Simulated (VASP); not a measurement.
ZrB, 2 atoms in the cell. The cell holds a wire with vacuum, 2 atoms: a = 10.000 Å, b = 9.300 Å, c = 2.894 Å, α = 90.00°, β = 90.00°, γ = 90.00°. 

* Program: VASP 6.6.1
* Task: single point
* Functional: PBE
* Potentials or basis: VASP PAW PBE potentials, release 64 (Zr_sv, B)
* Cutoff: 520 eV
* k mesh: 1 × 1 × 16
* Occupations: gaussian, width 0.05 eV
* Spin: collinear spin, ferromagnetic start
* Starting moments: [1.5, 0.5] μB
* Dipole correction: no
* Further INCAR settings: ALGO = Normal; EDIFF = 1e-06; NBANDS = 18

Potentials or basis: VASP PAW PBE potentials, release 64 (Zr_sv, B).

Command:

```bash
$ cat potpaw_PBE.64/Zr_sv/POTCAR potpaw_PBE.64/B/POTCAR > POTCAR
$ mpirun -np 1 vasp_std > vasp.out
```

Hardware: 1 thread of Intel Xeon 6975P-C (shared host).

Q: Estimate the wall time of this run.

A: Run time: 2.3 min on 1 thread of Intel Xeon 6975P-C, on a shared host, peak memory 0.47 GiB. Counts: scf iterations 21, k points 9.
